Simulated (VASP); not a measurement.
# KMgF3 (Pm-3m) in VASP: dielectric tensor with PBE

Aim: the dielectric tensor of KMgF3 with PBE.

Program: VASP 6.6.1. These are calculated values, not measurements. Logs are shortened: lines on timing, memory, paths and dates and some standing lists are left out, and cuts for length are marked.

## 1. The cell of the first run

Symmetry: Pm-3m, No. 221, cubic system. The conventional cell has a = 3.980 Å, b = 3.980 Å, c = 3.980 Å, α = 90.00°, β = 90.00°, γ = 90.00°. K (site symmetry m-3m) has 12 F at 2.81 Å and 8 Mg at 3.45 Å within 3.7 Å. Mg (site symmetry m-3m) has 6 F at 1.99 Å within 2.6 Å. F (site symmetry 4/mmm) has 2 Mg at 1.99 Å within 2.6 Å.

## 2. Dielectric tensor, PBE

The input, INCAR:

```
SYSTEM = KMgF3
PREC = Accurate ; ENCUT = 520
EDIFF = 1E-8 ; ISMEAR = 0
SIGMA = 0.01 ; LREAL = .FALSE.
LASPH = .TRUE. ; NELM = 100
ALGO = Normal ; ISIF = 2
LWAVE = .FALSE. ; LCHARG = .FALSE.
GGA = PE ; LEPSILON = .TRUE.
```

The input, KPOINTS:

```
regular mesh
0
G
  6 6 6
  0 0 0
```

The input, POSCAR:

```
KMgF3
1.0
    3.9802385496      0.0000000000      0.0000000000
    0.0000000000      3.9802385496      0.0000000000
    0.0000000000      0.0000000000      3.9802385496
K Mg F
1 1 3
Direct
    0.0000000000      0.0000000000      0.0000000000
    0.5000000000      0.5000000000      0.5000000000
    0.5000000000      0.5000000000      0.0000000000
    0.5000000000      0.0000000000      0.5000000000
    0.0000000000      0.5000000000      0.5000000000
```

Potentials or basis: VASP PAW PBE potentials, release 64 (K_sv, Mg, F).

Run with:

```sh
> cat potpaw_PBE.64/K_sv/POTCAR potpaw_PBE.64/Mg/POTCAR potpaw_PBE.64/F/POTCAR > POTCAR
> mpirun -np 1 vasp_std > vasp.out
```

OUTCAR:

```text
SYSTEM = KMgF3
   PREC = Accurate
   ENCUT = 520
   EDIFF = 1E-8
   ISMEAR = 0
   LREAL = .FALSE.
   LASPH = .TRUE.
   NELM = 100
   ISIF = 2
   GGA = PE
   LEPSILON = .TRUE.

 ion  position               nearest neighbor table
   1  0.000  0.000  0.000-   3 2.81   4 2.81   5 2.81   4 2.81   5 2.81   3 2.81   5 2.81   5 2.81
                             3 2.81   4 2.81   4 2.81   3 2.81   2 3.45   2 3.45   2 3.45   2 3.45
   2  0.500  0.500  0.500-   3 1.99   4 1.99   5 1.99   3 1.99   4 1.99   5 1.99   1 3.45   1 3.45
                             1 3.45   1 3.45   1 3.45   1 3.45   1 3.45   1 3.45
   3  0.500  0.500  0.000-   2 1.99   2 1.99   1 2.81   1 2.81   1 2.81   1 2.81
   4  0.500  0.000  0.500-   2 1.99   2 1.99   1 2.81   1 2.81   1 2.81   1 2.81
   5  0.000  0.500  0.500-   2 1.99   2 1.99   1 2.81   1 2.81   1 2.81   1 2.81

  LATTYP: Found a simple cubic cell.
 ALAT       =     3.9802385496

  Lattice vectors:

 A1 = (   3.9802385496,   0.0000000000,   0.0000000000)
 A2 = (   0.0000000000,   3.9802385496,   0.0000000000)
 A3 = (   0.0000000000,   0.0000000000,   3.9802385496)

Analysis of symmetry for initial positions (statically):
=====================================================================
 Subroutine PRICEL returns:
 Original cell was already a primitive cell.

 Routine SETGRP: Setting up the symmetry group for a
 simple cubic supercell.

 Subroutine GETGRP returns: Found 48 space group operations
 (whereof 48 operations were pure point group operations)
 out of a pool of 48 trial point group operations.

The static configuration has the point symmetry O_h .

Analysis of symmetry for dynamics (positions and initial velocities):
=====================================================================
 Subroutine PRICEL returns:
 Original cell was already a primitive cell.

 Routine SETGRP: Setting up the symmetry group for a
 simple cubic supercell.

 Subroutine GETGRP returns: Found 48 space group operations
 (whereof 48 operations were pure point group operations)
 out of a pool of 48 trial point group operations.

The dynamic configuration has the point symmetry O_h .

 Subroutine INISYM returns: Found 48 space group operations
 (whereof 48 operations are pure point group operations),
 and found     1 'primitive' translations

[... 629 lines left out ...]
 -----------------------------------------------------------------------------------
    total drift:                                0.000000      0.000000     -0.000000

  FREE ENERGIE OF THE ION-ELECTRON SYSTEM (eV)
  ---------------------------------------------------
  free  energy   TOTEN  =       -24.4080629909 eV

  energy  without entropy=      -24.4080629909  energy(sigma->0) =      -24.40806299

 HEAD OF MICROSCOPIC STATIC DIELECTRIC TENSOR (INDEPENDENT PARTICLE, excluding Hartree and local field effects)
 ------------------------------------------------------
           2.146643     0.000000     0.000000
           0.000000     2.146643     0.000000
          -0.000000    -0.000000     2.146643
 ------------------------------------------------------

 Free energy of the ion-electron system (eV)
  ---------------------------------------------------
  ---------------------------------------------------
  free energy    TOTEN  =        -0.20511678 eV

  energy without entropy =       -0.20511678

------------------------ aborting loop because EDIFF is reached ----------------------------------------

--------------------------------------- Ionic step        2  -------------------------------------------

------------------------ aborting loop because EDIFF is reached ----------------------------------------

--------------------------------------- Ionic step        3  -------------------------------------------

 Free energy of the ion-electron system (eV)
  ---------------------------------------------------
  ---------------------------------------------------
  free energy    TOTEN  =        -0.20511667 eV

  energy without entropy =       -0.20511667

------------------------ aborting loop because EDIFF is reached ----------------------------------------

 PIEZOELECTRIC TENSOR FIELD DIRECTION 3  (e Angst)
 -----------------------------------------------------------------------------
     0.00040  0.00000  0.00000           (  0.00000  0.00000  0.00000)
     0.00000  0.00040 -0.00000           (  0.00000  0.00000  0.00000)
     0.00000  0.00000 -0.00118           (  0.00000  0.00000 -0.00002)

 PIEZOELECTRIC TENSOR FIELD DIRECTION 3  (C/m^2)
 -----------------------------------------------------------------------------
     0.00010  0.00000  0.00000
     0.00000  0.00010 -0.00000
     0.00000  0.00000 -0.00030

 MACROSCOPIC STATIC DIELECTRIC TENSOR (including local field effects in DFT)
 ------------------------------------------------------
           2.072449    -0.000000    -0.000000
          -0.000000     2.072449    -0.000000
           0.000000     0.000000     2.072449
 ------------------------------------------------------

 PIEZOELECTRIC TENSOR (including local field effects)  for field in x, y, z        (e  Angst)
          XX          YY          ZZ          XY          YZ          ZX
  --------------------------------------------------------------------------------
  x     0.00000     0.00000     0.00000     0.00000     0.00000     0.00000
  y     0.00000     0.00000     0.00000     0.00000     0.00000     0.00000
  z     0.00000     0.00000     0.00000     0.00000     0.00000     0.00000

 PIEZOELECTRIC TENSOR (including local field effects)  for field in x, y, z        (C/m^2)
          XX          YY          ZZ          XY          YZ          ZX
  --------------------------------------------------------------------------------
  x     0.00000     0.00000     0.00000     0.00000     0.00000     0.00000
  y     0.00000     0.00000     0.00000     0.00000     0.00000     0.00000
  z     0.00000     0.00000     0.00000     0.00000     0.00000     0.00000

 BORN EFFECTIVE CHARGES (including local field effects) (in |e|, cummulative output)
 ---------------------------------------------------------------------------------
 ion    1
    1     1.18332    -0.00000     0.00000
    2    -0.00000     1.18332     0.00000
    3    -0.00000    -0.00000     1.18332
 ion    2
    1     1.99527     0.00000     0.00000
    2    -0.00000     1.99527    -0.00000
    3     0.00000     0.00000     1.99527
 ion    3
    1    -0.96631     0.00000     0.00000
    2    -0.00000    -0.96631    -0.00000
    3     0.00000     0.00000    -1.24597
 ion    4
    1    -0.96631    -0.00000     0.00000
    2    -0.00000    -1.24597    -0.00000
    3     0.00000    -0.00000    -0.96631
 ion    5
    1    -1.24597    -0.00000     0.00000
    2    -0.00000    -0.96631    -0.00000
    3     0.00000     0.00000    -0.96631
```

stdout:

```text
POSCAR found type information on POSCAR K MgF
 POSCAR found :  3 types and       5 ions
 scaLAPACK will be used
 LDA part: xc-table for (Slater+PW92), standard interpolation
 POSCAR, INCAR and KPOINTS ok, starting setup
 FFT: planning ... GRIDC
 FFT: planning ... GRID_SOFT
 FFT: planning ... GRID
 WAVECAR not read
 entering main loop
 Linear response reoptimize wavefunctions to high precision
 Linear response G [H, r] |phi>, progress :
  Direction:   1
 Linear response G [H, r] |phi>, progress :
  Direction:   2
 Linear response G [H, r] |phi>, progress :
  Direction:   3
 Linear response to external field (no local field effect), progress :
  Direction:   1
 dielectric tensor                  component  1 :     2.035    -0.095    -0.048
 Linear response to external field (no local field effect), progress :
  Direction:   2
 dielectric tensor                  component  2 :    -0.095     2.207    -0.081
 Linear response to external field (no local field effect), progress :
  Direction:   3
 dielectric tensor                  component  3 :    -0.048    -0.081     2.199
 Linear response to external field, progress :
  Direction:   1
 dielectric tensor                  component  1 :     2.072    -0.078    -0.072
 Linear response to external field, progress :
  Direction:   2
 dielectric tensor                  component  2 :    -0.078     2.072    -0.072
 Linear response to external field, progress :
  Direction:   3
 dielectric tensor                  component  3 :    -0.061    -0.089     2.072
 Born effective charges drift removed
```

It took 10 min on 1 thread of Intel Xeon Platinum 8488C (Sapphire Rapids), shared host; peak memory 0.28 GiB.

What came out:

- Band gap on the k mesh: 7.34 eV (least direct gap 7.66 eV)
- Electronic dielectric tensor (diagonal): 2.07
- Born charges (mean of the diagonal): K +1.18; Mg +2.00; F -1.06 e

Levels at points of the mesh, in eV from the valence-band top:
| k point | band 13 | band 14 | band 15 | band 16 | band 17 | band 18 | band 19 | band 20 |
| --- | --- | --- | --- | --- | --- | --- | --- | --- |
| (0.00, 0.00, 0.00) | -0.63 | -0.32 | -0.32 | -0.32 | 7.34 | 10.09 | 10.09 | 12.25 |
| (0.50, 0.00, 0.00) | -0.87 | -0.87 | -0.53 | -0.53 | 10.14 | 10.49 | 11.13 | 12.84 |
| (0.50, 0.50, 0.00) | -1.05 | -0.90 | -0.90 | -0.02 | 10.94 | 11.72 | 12.67 | 12.67 |
| (0.50, 0.50, 0.50) | -1.12 | 0.00 | 0.00 | 0.00 | 10.46 | 10.46 | 10.46 | 14.04 |

Electronic dielectric tensor:
```
2.07 0.00 0.00
0.00 2.07 0.00
0.00 0.00 2.07
```

Born effective charge tensors (e):
atom 1, K
```
1.18 0.00 0.00
0.00 1.18 0.00
0.00 0.00 1.18
```
atom 2, Mg
```
2.00 0.00 0.00
0.00 2.00 0.00
0.00 0.00 2.00
```
atom 3, F
```
-0.97  0.00  0.00
 0.00 -0.97  0.00
 0.00  0.00 -1.25
```
atom 4, F
```
-0.97  0.00  0.00
 0.00 -1.25  0.00
 0.00  0.00 -0.97
```
atom 5, F
```
-1.25  0.00  0.00
 0.00 -0.97  0.00
 0.00  0.00 -0.97
```
